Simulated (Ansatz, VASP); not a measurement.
Two plane-wave programs on SrTiO3

```xyz
5
Lattice="3.9127 0.0000 0.0000 0.0000 3.9127 0.0000 0.0000 0.0000 3.9127" Properties=species:S:1:pos:R:3 pbc="T T T"
Sr    0.0000    0.0000    0.0000
Ti    1.9564    1.9564    1.9564
O     1.9564    0.0000    1.9564
O     1.9564    1.9564    0.0000
O     0.0000    1.9564    1.9564
```

Alike in both runs: task single point; functional PBE; k mesh 2 × 2 × 2; occupations gaussian, width 0.1 eV; no spin polarisation; Hubbard terms Ti d U = 6.0 eV, J = 0.82 eV.

|  | VASP | Ansatz |
| --- | --- | --- |
| version | VASP 6.6.1 | Ansatz 0.2.0 |
| potentials or method | VASP PAW PBE potentials, release 64 (Sr_sv, Ti_sv, O_h) | scalar-relativistic, plane waves, PAW |
| plane-wave cutoff (eV) | 1340 | 420 |
| valence electrons in the cell | 40 | 40 |

Ansatz gave:

- gap on the k mesh at the Fermi level (eV): 2.13
- least direct gap on the mesh (eV): 2.57
- pressure (GPa): 7.3

Problem. Which values does VASP return?

Solution. gap on the k mesh at the Fermi level (eV): 2.17; least direct gap on the mesh (eV): 2.61; pressure (GPa): 10.7.

The programs project onto different local orbitals, so the same U acts differently, and such runs can settle in different states.

The k mesh is coarse, so the values compare programs but aren't converged.
